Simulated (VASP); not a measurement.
Wanted: the native input for a VASP 6.6.1 run.

| Quantity | Value |
| --- | --- |
| Task | single point |
| Functional | LDA |
| Potentials or basis | VASP PAW LDA potentials, release 64 (Ir) |
| Cutoff | 500 eV |
| k mesh | 18 × 18 × 18 |
| Occupations | fermi-dirac, width 0.08 eV |
| Spin | no spin polarisation |
| Dipole correction | no |
| Further INCAR settings | ALGO = Normal; EDIFF = 1e-06; NBANDS = 10 |

The structure of Ir lies in POSCAR:

```
Ir
1.0
    0.0000000000      1.9057020653      1.9057020653
    1.9057020653      0.0000000000      1.9057020653
    1.9057020653      1.9057020653      0.0000000000
Ir
1
Direct
    0.0000000000      0.0000000000      0.0000000000
```

The input as run:

INCAR

```
ALGO = Normal
EDIFF = 1E-6
ENCUT = 500
GGA_COMPAT = False
ISIF = 2
ISMEAR = -1
LASPH = True
LCHARG = False
LREAL = False
LWAVE = False
NBANDS = 10
NELM = 120
PREC = Accurate
SIGMA = 0.08
```

KPOINTS

```
k-points
0
Gamma
  18 18 18
```

Potentials or basis: VASP PAW LDA potentials, release 64 (Ir).

Launch:

```sh
$ cat potpaw_LDA.64/Ir/POTCAR > POTCAR
$ mpirun -np 1 vasp_std > vasp.out
```

It gave:

```yaml
Pressure: 2.6 GPa
```

Run time: 13 s on 1 thread of Intel(R) Xeon(R) Platinum 8375C CPU @ 2.90GHz (Ice Lake), on a shared host, peak memory 0.14 GiB.
